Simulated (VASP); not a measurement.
Wanted: the native input for a VASP 6.6.1 run.

| Item | Value |
| --- | --- |
| Task | single point |
| Functional | PBE |
| Potentials or basis | VASP PAW PBE potentials, release 64 (Ge_d, Sb, O) |
| Cutoff | 520 eV |
| k mesh | 6 × 6 × 4 |
| Occupations | gaussian, width 0.1 eV |
| Spin | no spin polarisation |
| Dipole correction | no |
| Further INCAR settings | ALGO = Normal; EDIFF = 1e-06; NBANDS = 30 |

The structure of GeSb3O2 lies in POSCAR:

```
GeSb3O2
1.0
    6.1715662668     -0.0000000034      0.0000000000
   -3.0857831305      5.3447331699      0.0000000000
    0.0000000000      0.0000000000      5.2366515356
Ge Sb O
1 3 2
Direct
    0.0000000000      0.0000000000      0.0000000000
    0.5000000000      0.0000000000      0.5000000000
    0.0000000000      0.5000000000      0.5000000000
    0.5000000000      0.5000000000      0.5000000000
    0.0000000000      0.0000000000      0.3629839756
    0.0000000000      0.0000000000      0.6370160244
```

One way to write it, as run:

INCAR

```
  PREC = Accurate
  ENCUT = 520
  EDIFF = 1E-6
  ISMEAR = 0
  SIGMA = 0.1
  LREAL = False
  LASPH = True
  NELM = 60
  ALGO = Normal
  ISIF = 2
  LWAVE = False
  LCHARG = False
  GGA = PE
  NBANDS = 30
```

KPOINTS

```
Automatic mesh
0
Gamma
  6 6 4
```

Potentials or basis: VASP PAW PBE potentials, release 64 (Ge_d, Sb, O).

Command:

```console
$ cat potpaw_PBE.64/Ge_d/POTCAR potpaw_PBE.64/Sb/POTCAR potpaw_PBE.64/O/POTCAR > POTCAR
$ mpirun -np 1 vasp_std > vasp.out
```

Results of the run:

* Pressure: -0.2 GPa
* Largest force: 0.164 eV/Å

Caveat: an odd number of electrons without spin polarisation forces a metal; a magnetic or distorted state may lie lower.

It took 96 s on 1 thread of Intel(R) Xeon(R) Platinum 8488C (Sapphire Rapids), with other jobs on the host, peak memory 0.34 GiB.
